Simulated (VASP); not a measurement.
Runs of VASP 6.6.1 on C. The structure is that of space group R-3m (No. 166), or close to it. The cells are those of the table. 

```tsv
cell	pressure (GPa)	largest force (eV/Å)
a = 3.587 Å, angles 42.1°, 2 atoms	-32.3	0.80
a = 3.496 Å, angles 42.2°, 2 atoms	(b)	0.79
a = 3.511 Å, angles 43.1°, 2 atoms	-32.8	0.77
a = 3.712 Å, angles 38.6°, 2 atoms	(a)	0.89
a = 3.544 Å, angles 39.5°, 2 atoms	26.7	0.81
a = 3.453 Å, angles 39.5°, 2 atoms	59.5	0.74
a = 3.621 Å, angles 38.6°, 2 atoms	25.8	0.84
a = 3.482 Å, angles 41.3°, 2 atoms	2.5	0.80
```

Alike in all rows: task single point; level PBEsol; potentials or basis VASP PAW PBE potentials, release 64 (C); no spin polarisation; k mesh 15 × 15 × 15; cutoff (eV) 520; smearing gaussian 0.05 eV.

Estimate the missing entries.

(a) 1.6; (b) -17.4.

Caveats: this functional lacks dispersion, which binds the layers, so the pressure and a relaxed spacing across them are unreliable; the PAW data sets were made with another functional, which shifts forces and pressure a little; the cell stands under tension (at least some runs); the cell stands under pressure (at least some runs).
